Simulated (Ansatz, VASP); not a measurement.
**Rh in VASP and in Ansatz**

```xyz
8
Lattice="4.8167 0.0000 0.0000 0.0000 4.8167 0.0000 0.0000 0.0000 4.8167" Properties=species:S:1:pos:R:3 pbc="T T T"
Rh    2.4084    2.4084    2.4084
Rh    0.0000    0.0000    0.0000
Rh    1.2042    0.0000    2.4084
Rh    2.4084    1.2042    0.0000
Rh    2.4084    3.6125    0.0000
Rh    3.6125    0.0000    2.4084
Rh    0.0000    2.4084    3.6125
Rh    0.0000    2.4084    1.2042
```

Alike in both runs: task single point; functional PBE; k mesh 4 × 4 × 4; occupations gaussian, width 0.1 eV; no spin polarisation.

```csv
,VASP,Ansatz
version,VASP 6.6.1,Ansatz 0.2.0
potentials or method,"VASP PAW PBE potentials, release 64 (Rh_pv), cutoff 520 eV","scalar-relativistic, plane waves, PAW"
valence electrons in the cell,120,136
```

```csv
,VASP,Ansatz,Ansatz less VASP
gap on the k mesh at the Fermi level (eV),none,none,-
pressure (GPa),10.7,10.6,-0.08
```

A gap of «none» marks a metal or a gap that the smearing closes. The functional is the same, so the differences come from potentials, cutoffs and numerics. VASP's potentials hold 120 valence electrons a cell and Ansatz's 136, so a difference there can come from the potentials and not from the codes.
